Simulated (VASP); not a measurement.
Here is a VASP 6.6.1 calculation.

File INCAR:

```
SYSTEM = KF
PREC = Accurate ; ENCUT = 520
EDIFF = 1E-7 ; ISMEAR = 0
SIGMA = 0.05 ; LREAL = .False.
LASPH = .True. ; NELM = 150
ALGO = Normal ; ISIF = 2
LWAVE = .False. ; LCHARG = .False.
ISPIN = 2 ; MAGMOM = 0.5 0.5
LORBIT = 11 ; GGA = PE
NBANDS = 19
```

The input KPOINTS:

```
Automatic mesh
0
Gamma
  1 1 25
  0 0 0
```

File POSCAR:

```
KF
1.0
   11.2000000000      0.0000000000      0.0000000000
    0.0000000000      9.3000000000      0.0000000000
    0.0000000000      0.0000000000      4.7805771215
K F
1 1
Direct
    0.5001039367      0.5000000000      0.0000000000
    0.4998960633      0.5000000000      0.5000000000
```

Potentials or basis: VASP PAW PBE potentials, release 64 (K_sv, F).

The run is started by

```bash
$ cat potpaw_PBE.64/K_sv/POTCAR potpaw_PBE.64/F/POTCAR > POTCAR
$ mpirun -np 1 vasp_std > vasp.out
```

Question: Predict the net moment.

Answer: 0.00 μB per cell.

Question: Estimate the band gap on the k mesh.

Answer: 4.33 eV.
